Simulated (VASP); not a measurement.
Input of a VASP 6.6.1 run:

INCAR

```
SYSTEM = BiTe
  PREC = Accurate
  ENCUT = 520
  EDIFF = 1E-8
  ISMEAR = -1
  SIGMA = 0.05
  LREAL = .False.
  LASPH = .True.
  NELM = 80
  ALGO = Normal
  ISIF = 2
  LWAVE = .False.
  LCHARG = .False.
  GGA = PE
  IBRION = 8
  NSW = 1
```

File KPOINTS:

```
Automatic mesh
0
Gamma
  5 5 5
  0 0 0
```

Contents of POSCAR:

```
BiTe
1.0
    2.4227077728      1.3987509848      3.3172919545
   -2.4227077728      1.3987509848      3.3172919545
    0.0000000000     -2.7975019696      3.3172919545
Bi Te
1 1
Direct
    0.5000000000      0.5000000000      0.5000000000
    0.0000000000      0.0000000000      0.0000000000
```

Potentials or basis: VASP PAW PBE potentials, release 64 (Bi_d, Te).

Command:

```bash
$ cat potpaw_PBE.64/Bi_d/POTCAR potpaw_PBE.64/Te/POTCAR > POTCAR
$ mpirun -np 1 vasp_std > vasp.out
```

Task: What does it give for the highest phonon frequency at Γ, LO-TO splitting left out?

Result: 90 cm⁻¹.

Phonon frequencies in cm⁻¹ (negative: imaginary):
```
              q point     frequencies
(0.000, 0.000, 0.000)  0 0 0 86 90 90
```
